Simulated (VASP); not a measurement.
The system is RbBr.

```
Rb Br
1.0
     0.00000    3.46093    3.46093
     3.46093    0.00000    3.46093
     3.46093    3.46093    0.00000
Rb Br
1 1
Cartesian
  0.0000 0.0000 0.0000
  3.4609 3.4609 3.4609
```

- Program: VASP 6.6.1
- Task: relaxation of cell and atoms
- Functional: LDA
- Potentials or basis: VASP PAW LDA potentials, release 64 (Rb_sv, Br)
- Cutoff: 650 eV
- k mesh: 7 × 7 × 7
- Occupations: gaussian, width 0.03 eV
- Spin: no spin polarisation

At the start: pressure -1.5 GPa; volume 41.46 Å³/atom.

**Question.** How do energy, volume and symmetry change on relaxing?

**Answer.** Over 6 steps the energy falls by 22.5 meV/atom and the volume is 37.16 Å³/atom (-10.4 %); space group Fm-3m (No. 225, to 0.1 Å) before and after.

Step by step:
| step | energy change (eV) | largest force (eV/Å) | pressure (GPa) | volume (Å³) |
| --- | --- | --- | --- | --- |
| 1 | 0.0000 | 0.0000 | -1.51 | 82.91 |
| 2 | -0.0344 | 0.0000 | -0.83 | 78.30 |
| 3 | -0.0451 | 0.0000 | -0.08 | 74.70 |
| 4 | -0.0452 | 0.0000 | 0.01 | 74.32 |
| 5 | -0.0449 | 0.0000 | 0.01 | 74.32 |
| 6 | -0.0449 | 0.0000 | 0.01 | 74.32 |

Final structure:
```cif
data_structure
_symmetry_space_group_name_H-M 'P 1'
_symmetry_Int_Tables_number 1
_cell_length_a 4.7193
_cell_length_b 4.7193
_cell_length_c 4.7193
_cell_angle_alpha 60.000
_cell_angle_beta 60.000
_cell_angle_gamma 60.000
_cell_volume 74.32
loop_
_atom_site_label
_atom_site_type_symbol
_atom_site_fract_x
_atom_site_fract_y
_atom_site_fract_z
_atom_site_occupancy
Rb1 Rb 0.00000 0.00000 0.00000 1
Br1 Br 0.50000 0.50000 0.50000 1
```
